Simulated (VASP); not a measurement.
Wanted: the native input for a VASP 6.6.1 run.

* Task: single point
* Functional: PBEsol
* Potentials or basis: VASP PAW PBE potentials, release 64 (Hf_pv, Si)
* Cutoff: 520 eV
* k mesh: 6 × 6 × 8
* Occupations: gaussian, width 0.1 eV
* Spin: no spin polarisation
* Dipole correction: no
* Further INCAR settings: ALGO = Fast; EDIFF = 1e-07; NBANDS = 60

The structure of Hf2Si lies in POSCAR:

```
Hf2Si
1.0
    6.5757583957      0.0000000000      0.0000000000
    0.0000000000      6.5757583957      0.0000000000
    0.0000000000      0.0000000000      5.1132845167
Hf Si
8 4
Direct
    0.1565493736      0.3434506264      0.0000000000
    0.8434506264      0.3434506264      0.5000000000
    0.8434506264      0.6565493736      0.0000000000
    0.1565493736      0.6565493736      0.5000000000
    0.6565493736      0.8434506264      0.5000000000
    0.3434506264      0.8434506264      0.0000000000
    0.3434506264      0.1565493736      0.5000000000
    0.6565493736      0.1565493736      0.0000000000
    0.0000000000      0.0000000000      0.2500000000
    0.0000000000      0.0000000000      0.7500000000
    0.5000000000      0.5000000000      0.7500000000
    0.5000000000      0.5000000000      0.2500000000
```

This cell differs from its parent crystal: biaxial strain in the a-b plane: +1.0 %, then relaxed in part.

The input as run:

INCAR

```
SYSTEM = Hf2Si
ALGO = Fast
EDIFF = 1E-7
ENCUT = 520
GGA = PS
ISIF = 2
ISMEAR = 0
LASPH = .True.
LCHARG = .False.
LREAL = .False.
LWAVE = .False.
NBANDS = 60
NELM = 100
PREC = Accurate
SIGMA = 0.1
```

KPOINTS

```
k-points
0
Gamma
  6 6 8
  0 0 0
```

Potentials or basis: VASP PAW PBE potentials, release 64 (Hf_pv, Si).

Launch:

```console
$ cat potpaw_PBE.64/Hf_pv/POTCAR potpaw_PBE.64/Si/POTCAR > POTCAR
$ mpirun -np 1 vasp_std > vasp.out
```

Results of the run:

```json
{"Pressure": "-2.2 GPa", "Largest force": "0.009 eV/Å", "Band gap on the k mesh": "zero (bands 48 and 49 overlap by 0.71 eV)"}
```

Caveat: the cell differs from its parent crystal (biaxial strain in the a-b plane: +1.0 %, then relaxed in part); the PAW data sets were made with another functional, which shifts forces and pressure a little; spin-orbit coupling is left out, which moves the levels of the heavy elements.

Wall time 20 min on 1 thread of Intel Xeon 8259CL (shared host), peak memory 0.62 GiB.
